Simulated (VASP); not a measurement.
# GaSb in VASP: single point with PBE+D3(BJ)

Aim: the single point of GaSb with PBE+D3(BJ).

All numbers are computed with VASP 6.6.1; they aren't measurements. Logs are shortened: lines on timing, memory, paths and dates and some standing lists are left out, and cuts for length are marked.

### Step 1. The cell of the first run

The cell holds a slab with vacuum, 16 atoms: a = 8.668 Å, b = 8.668 Å, c = 20.423 Å, α = 90.00°, β = 90.00°, γ = 120.00°.

### Step 2. Single point, PBE+D3(BJ)

INCAR reads:

```
SYSTEM = GaSb
PREC     = Accurate       ! precision mode
ENCUT    = 520            ! plane-wave cutoff, eV
EDIFF    = 1E-6           ! SCF threshold, eV
ISMEAR   = 0              ! smearing method
SIGMA    = 0.1            ! smearing width, eV
LREAL    = Auto         
LASPH    = .TRUE.         ! aspherical terms in the spheres
NELM     = 80             ! most SCF steps
ALGO     = Normal         ! electronic algorithm
ISIF     = 2              ! what is computed and relaxed
LWAVE    = .FALSE.        ! write WAVECAR
LCHARG   = .FALSE.        ! write CHGCAR
LDIPOL   = .TRUE.       
IDIPOL   = 3            
DIPOL    = 0.5 0.5 0.502
GGA      = PE             ! functional
IVDW     = 12             ! dispersion correction
NBANDS   = 86             ! bands
```

KPOINTS reads:

```
regular mesh
0
G
  3 3 1
  0 0 0
```

POSCAR reads:

```
GaSb
1.0
    8.6680824697      0.0000000000      0.0000000000
   -4.3340412349      7.5067796209      0.0000000000
    0.0000000000      0.0000000000     20.4234123123
Sb Ga
8 8
Direct
    0.5000000000      0.0000000000      0.3917073150
    0.5000000000      0.5000000000      0.3917073150
    0.0000000000      0.0000000000      0.3917073150
    0.0000000000      0.5000000000      0.3917073150
    0.6666666667      0.8333333333      0.5724690496
    0.6666666667      0.3333333333      0.5724690496
    0.1666666667      0.8333333333      0.5724690496
    0.1666666667      0.3333333333      0.5724690496
    0.1666666667      0.8333333333      0.4350243890
    0.1666666667      0.3333333333      0.4350243890
    0.6666666667      0.8333333333      0.4350243890
    0.6666666667      0.3333333333      0.4350243890
    0.3333333333      0.6666666667      0.6095843740
    0.3333333333      0.1666666667      0.6095843740
    0.8333333333      0.6666666667      0.6095843740
    0.8333333333      0.1666666667      0.6095843740
```

Potentials or basis: VASP PAW PBE potentials, release 64 (Sb, Ga_d).

Command:

```sh
$ cat potpaw_PBE.64/Sb/POTCAR potpaw_PBE.64/Ga_d/POTCAR > POTCAR
$ mpirun -np 1 vasp_std > vasp.out
```

OUTCAR:

```text
SYSTEM = GaSb
   PREC = Accurate
   ENCUT = 520
   EDIFF = 1E-6
   ISMEAR = 0
   LREAL = Auto
   LASPH = .TRUE.
   NELM = 80
   ISIF = 2
   GGA = PE
   IVDW = 12
 IVDW          = 12

 ion  position               nearest neighbor table
   1  0.500  0.000  0.392-   9 2.65  12 2.65  11 2.65
   2  0.500  0.500  0.392-  10 2.65  11 2.65  12 2.65
   3  0.000  0.000  0.392-  11 2.65  10 2.65   9 2.65
   4  0.000  0.500  0.392-  12 2.65   9 2.65  10 2.65
   5  0.667  0.833  0.572-  15 2.61  13 2.61  16 2.61  11 2.81
   6  0.667  0.333  0.572-  16 2.61  14 2.61  15 2.61  12 2.81
   7  0.167  0.833  0.572-  13 2.61  15 2.61  14 2.61   9 2.81
   8  0.167  0.333  0.572-  14 2.61  16 2.61  13 2.61  10 2.81
   9  0.167  0.833  0.435-   1 2.65   4 2.65   3 2.65   7 2.81
  10  0.167  0.333  0.435-   2 2.65   3 2.65   4 2.65   8 2.81
  11  0.667  0.833  0.435-   3 2.65   2 2.65   1 2.65   5 2.81
  12  0.667  0.333  0.435-   4 2.65   1 2.65   2 2.65   6 2.81
  13  0.333  0.667  0.610-   7 2.61   5 2.61   8 2.61
  14  0.333  0.167  0.610-   8 2.61   6 2.61   7 2.61
  15  0.833  0.667  0.610-   5 2.61   7 2.61   6 2.61
  16  0.833  0.167  0.610-   6 2.61   8 2.61   5 2.61

  LATTYP: Found a hexagonal cell.
 ALAT       =     8.6680824697
 C/A-ratio  =     2.3561626673

  Lattice vectors:

 A1 = (   8.6680824697,   0.0000000000,   0.0000000000)
 A2 = (  -4.3340412349,   7.5067796209,   0.0000000000)
 A3 = (   0.0000000000,   0.0000000000,  20.4234123123)

Analysis of symmetry for initial positions (statically):
=====================================================================
 Subroutine PRICEL returns following result:

  LATTYP: Found a hexagonal cell.
 ALAT       =     4.3340412348
 C/A-ratio  =     4.7123253346

  Lattice vectors:

 A1 = (   4.3340412348,   0.0000000000,   0.0000000000)
 A2 = (  -2.1670206174,   3.7533898105,   0.0000000000)
 A3 = (   0.0000000000,   0.0000000000,  20.4234123123)

   4 primitive cells build up your supercell.

 Routine SETGRP: Setting up the symmetry group for a
 hexagonal supercell.

 Subroutine GETGRP returns: Found  6 space group operations
 (whereof  6 operations were pure point group operations)
 out of a pool of 24 trial point group operations.

The static configuration has the point symmetry C_3v.

Analysis of symmetry for dynamics (positions and initial velocities):
=====================================================================
 Subroutine PRICEL returns following result:

  LATTYP: Found a hexagonal cell.
 ALAT       =     4.3340412348
 C/A-ratio  =     4.7123253346

  Lattice vectors:

 A1 = (   4.3340412348,   0.0000000000,   0.0000000000)
 A2 = (  -2.1670206174,   3.7533898105,   0.0000000000)
 A3 = (   0.0000000000,   0.0000000000,  20.4234123123)

   4 primitive cells build up your supercell.

 Routine SETGRP: Setting up the symmetry group for a
 hexagonal supercell.

 Subroutine GETGRP returns: Found  6 space group operations
 (whereof  6 operations were pure point group operations)
 out of a pool of 24 trial point group operations.

The dynamic configuration has the point symmetry C_3v.

 Subroutine INISYM returns: Found  6 space group operations
 (whereof  6 operations are pure point group operations),
 and found     4 'primitive' translations

----------------------------------------------------------------------------------------

                                     Primitive cell

  volume of cell :     332.2347

  direct lattice vectors                    reciprocal lattice vectors
     4.334041235  0.000000000  0.000000000     0.230731538  0.133212916  0.000000000
    -2.167020617  3.753389810  0.000000000     0.000000000  0.266425831  0.000000000
     0.000000000  0.000000000 20.423412312     0.000000000  0.000000000  0.048963414

  length of vectors
     4.334041235  4.334041235 20.423412312     0.266425831  0.266425831  0.048963414

  position of ions in fractional coordinates (direct lattice)
     0.000000000  0.000000000  0.391707315
     0.333333333  0.666666667  0.572469050
     0.333333333  0.666666667  0.435024389
     0.666666667  0.333333333  0.609584374

  ion indices of the primitive-cell ions
   primitive index   ion index
                 1           1
                 2           5
                 3          11
                 4          14

----------------------------------------------------------------------------------------

 KPOINTS: regular mesh

Automatic generation of k-mesh.
 Grid dimensions read from file:
 generate k-points for:    3    3    1

 Generating k-lattice:

  Cartesian coordinates                     Fractional coordinates (reciprocal lattice)
     0.038455256  0.022202153  0.000000000     0.333333333  0.000000000  0.000000000
     0.000000000  0.044404305  0.000000000     0.000000000  0.333333333  0.000000000
     0.000000000  0.000000000  0.048963414     0.000000000  0.000000000  1.000000000

  Length of vectors
     0.044404305  0.044404305  0.048963414

  Shift w.r.t. Gamma in fractional coordinates (k-lattice)
     0.000000000  0.000000000  0.000000000

 Subroutine IBZKPT returns following result:
 ===========================================

 Found      3 irreducible k-points:

 Following reciprocal coordinates:
            Coordinates               Weight
  0.000000  0.000000  0.000000      1.000000
  0.333333  0.000000  0.000000      6.000000
  0.333333  0.333333  0.000000      2.000000
   k-points           NKPTS =      3   k-points in BZ     NKDIM =      3   number of bands    NBANDS=     86
   number of dos      NEDOS =    301   number of ions     NIONS =     16
   total plane-waves  NPLWV = 655360
   dimension x,y,z NGX =    64 NGY =   64 NGZ =  160
   dimension x,y,z NGXF=   128 NGYF=  128 NGZF=  320
   ions per type =               8   8
   NGX,Y,Z   is equivalent  to a cutoff of  12.27, 12.27, 13.02 a.u.
   NGXF,Y,Z  is equivalent  to a cutoff of  24.55, 24.55, 26.05 a.u.
 SYSTEM =  GaSb
   PREC   = accura    normal or accurate (medium, high low for compatibility)
   ISTART =      0    job   : 0-new  1-cont  2-samecut
   ICHARG =      2    charge: 1-file 2-atom 10-const
   ISPIN  =      1    spin polarized calculation?
   LNONCOLLINEAR =      F non collinear calculations
   LSORBIT =      F    spin-orbit coupling
   LASPH  =      T    aspherical Exc in radial PAW
   ENCUT  =  520.0 eV  38.22 Ry    6.18 a.u.  16.12 16.12 37.97*2*pi/ulx,y,z
   NELM   =     80;   NELMIN=  2; NELMDL= -5     # of ELM steps
   EDIFF  = 0.1E-05   stopping-criterion for ELM
   LREAL  =      T    real-space projection
   EDIFFG = 0.1E-04   stopping-criterion for IOM
   NSW    =      0    number of steps for IOM
   IBRION =     -1    ionic relax: 0-MD 1-quasi-New 2-CG
   NFREE  =      0    steps in history (QN), initial steepest desc. (CG)
   ISIF   =      2    stress and relaxation
   ISYM   =      2    0-nonsym 1-usesym 2-fastsym
   POTIM  = 0.5000    time-step for ionic-motion
   TEBEG  =    0.0;   TEEND  =   0.0 temperature during run
   PSTRESS=    0.0 pullay stress
   NELECT =     144.0000    total number of electrons
   NUPDOWN=      -1.0000    fix difference up-down
   EMIN   =  10.00;   EMAX   =-10.00  energy-range for DOS
   EFERMI =   0.00;   METHOD = LEGACY
   ISMEAR =     0;   SIGMA  =   0.10  broadening in eV -4-tet -1-fermi 0-gaus
   EFERMI_NEDOS =   21; number of points for ismear=-14 and -15
   IALGO  =     38    algorithm
   IMIX   =      4    mixing-type and parameters
     AMIX     =   0.40;   BMIX     =  1.00
     AMIX_MAG =   1.60;   BMIX_MAG =  1.00
  volume/ion in A,a.u.               =      83.06       560.51
  Fermi-wavevector in a.u.,A,eV,Ry     =   0.780478  1.474890  8.287933  0.609146
  Thomas-Fermi vector in A             =   1.883798
   LORBIT       =      0    0 simple, 1 ext, 2 COOP (PROOUT), +10 PAW based schemes
   GGA     = PE    functional components
   LHFCALC =     F    Hartree Fock is set to
   AEXX    =    0.0000 exact exchange contribution
   IVDW    =    12    specifies the selected vdW correction
   LEPSILON=     F    determine dielectric tensor
   LRPA    =     F    only Hartree local field effects (RPA)
 non-spin polarized calculation
 Gauss-broadening in eV      SIGMA  =   0.10
  energy-cutoff  :      520.00
  volume of cell :     1328.94
 maximum number of plane-waves:     35798
   NGX = 33   NGY = 33   NGZ = 75

 number of electron     144.0000062 magnetization

 dipolmoment           0.000000      0.000000     -0.492388 electrons x Angstroem

 Free energy of the ion-electron system (eV)
  ---------------------------------------------------
  ext. energy  EPLUGINS =         0.00000000
  ---------------------------------------------------
  free energy    TOTEN  =       -53.88642929 eV

  energy without entropy =      -53.85986690  energy(sigma->0) =      -53.87314809

 E-fermi :  -1.0532     XC(G=0):  -3.8144

 val. band max:       -1.0753372147   @ k =   0.0000   0.0000   0.0000
 cond. band min:      -1.0176539476   @ k =   0.3333   0.3333   0.0000
 fundamental gap:      0.0576832672
 Fermi energy:        -1.0532122496

 k-point     1 :       0.0000    0.0000    0.0000
  band No.  band energies     occupation
      1     -16.6386      2.00000
      2     -16.6249      2.00000
      3     -16.6249      2.00000
      4     -16.6249      2.00000
      5     -16.6075      2.00000
      6     -16.6075      2.00000
[... 76 lines left out ...]
     83       0.5905      0.00000
     84       0.6083      0.00000

 k-point     2 :       0.3333    0.0000    0.0000
  band No.  band energies     occupation
      1     -16.6348      2.00000
      2     -16.6278      2.00000
      3     -16.6230      2.00000
      4     -16.6230      2.00000
      5     -16.6078      2.00000
      6     -16.6078      2.00000
[... 76 lines left out ...]
     83       1.5594      0.00000
     84       1.5594      0.00000

 k-point     3 :       0.3333    0.3333    0.0000
  band No.  band energies     occupation
      1     -16.6291      2.00000
      2     -16.6291      2.00000
      3     -16.6291      2.00000
      4     -16.6183      2.00000
      5     -16.6113      2.00000
      6     -16.6018      2.00000
[... 76 lines left out ...]
     83       2.1101      0.00000
     84       2.1789      0.00000
 [bands above 84 left out]

------------------------ aborting loop because EDIFF is reached ----------------------------------------

 vacuum level on the upper side and lower side of the slab       (xc-potential included)        -0.679         0.601

 Edisp (eV)   -3.54416

 E8    (eV) :    -1.7327

  FORCE on cell =-STRESS in cart. coord.  units (eV):
  Direction    XX          YY          ZZ          XY          YZ          ZX
  --------------------------------------------------------------------------------------
  -------------------------------------------------------------------------------------
  Total       0.79340     0.79340    -0.51264    -0.00000     0.00000     0.00000
  in kB       0.95653     0.95653    -0.61804    -0.00000     0.00000     0.00000
  external pressure =        0.43 kB  Pullay stress =        0.00 kB

 VOLUME and BASIS-vectors are now :
 -----------------------------------------------------------------------------
  energy-cutoff  :      520.00
  volume of cell :     1328.94
      direct lattice vectors                 reciprocal lattice vectors
     8.668082470  0.000000000  0.000000000     0.115365769  0.066606458  0.000000000
    -4.334041235  7.506779621  0.000000000     0.000000000  0.133212916  0.000000000
     0.000000000  0.000000000 20.423412312     0.000000000  0.000000000  0.048963414

 POSITION                                       TOTAL-FORCE (eV/Angst)
 -----------------------------------------------------------------------------------
      4.33404      0.00000      8.00000        -0.000000     -0.000000      0.169624
      2.16702      3.75339      8.00000        -0.000000     -0.000000      0.169624
      0.00000      0.00000      8.00000         0.000000     -0.000000      0.169624
     -2.16702      3.75339      8.00000         0.000000     -0.000000      0.169624
      2.16702      6.25565     11.69177         0.000000     -0.000000     -0.026410
      4.33404      2.50226     11.69177         0.000000     -0.000000     -0.026410
[... 8 lines left out ...]
      4.33404      5.00452     12.44979         0.000000      0.000000      0.028917
      6.50106      1.25113     12.44979         0.000000      0.000000      0.028917
 -----------------------------------------------------------------------------------
    total drift:                               -0.000013      0.000004      0.019676

  FREE ENERGIE OF THE ION-ELECTRON SYSTEM (eV)
  ---------------------------------------------------
  free  energy   TOTEN  =       -57.4305912863 eV

  energy  without entropy=      -57.4040288971  energy(sigma->0) =      -57.41731009

 vacuum level on the upper side and lower side of the slab         2.442         3.806
```

It took 16 min on 1 thread of AMD EPYC 7R13 (Zen 3), shared host; peak memory 1.3 GiB.

Results:

| Property | Result |
| --- | --- |
| Free energy | -57.4306 eV |
| Largest force | 0.172 eV/Å |
| Band gap on the k mesh | 0.06 eV |
| Dispersion energy per atom | -0.222 eV |

Forces on the atoms (eV/Å):
```
Sb   0.000  0.000  0.170
Sb   0.000  0.000  0.170
Sb   0.000  0.000  0.170
Sb   0.000  0.000  0.170
Sb   0.000  0.000 -0.026
Sb   0.000  0.000 -0.026
Sb   0.000  0.000 -0.026
Sb   0.000  0.000 -0.026
Ga   0.000  0.000 -0.172
Ga   0.000  0.000 -0.172
Ga   0.000  0.000 -0.172
Ga   0.000  0.000 -0.172
Ga   0.000  0.000  0.029
Ga   0.000  0.000  0.029
Ga   0.000  0.000  0.029
Ga   0.000  0.000  0.029
```

Caveat: semilocal functionals underestimate gaps, and a narrow one can read as zero; spin-orbit coupling is left out, which moves the levels of the heavy elements.
